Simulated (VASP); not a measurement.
# BiTe: single point with PBE

Crystal: BiTe.

```xyz
2
Lattice="2.4227 1.3988 3.3173 -2.4227 1.3988 3.3173 0.0000 -2.7975 3.3173" Properties=species:S:1:pos:R:3 pbc="T T T"
Bi    0.0000    0.0000    4.9759
Te    0.0000    0.0000    0.0000
```

| Quantity | Value |
| --- | --- |
| Program | VASP 6.6.1 |
| Task | single point |
| Functional | PBE |
| Potentials or basis | VASP PAW PBE potentials, release 64 (Bi_d, Te) |
| Cutoff | 520 eV |
| k mesh | 7 × 7 × 7 |
| Occupations | gaussian, width 0.012 eV |
| Spin | no spin polarisation |

The pressure is 0.1 GPa and the band gap on the k mesh is zero (an odd number of electrons rules out a gap without spin polarisation).

Stress tensor (GPa, compression positive):
```
 0.19  0.00  0.00
 0.00  0.19  0.00
 0.00  0.00 -0.05
```

Levels at points of the mesh, in eV from the Fermi level:
```csv
k point,band 7,band 8,band 9,band 10,band 11,band 12,band 13,band 14
"(0.00, 0.00, 0.00)",-8.33,-2.96,-2.96,-1.66,1.82,2.45,2.45,4.02
```

It took 51 s on 1 thread of Intel Xeon 8259CL (shared host), peak memory 0.21 GiB.

Caveat: spin-orbit coupling is left out, which moves the levels of the heavy elements.
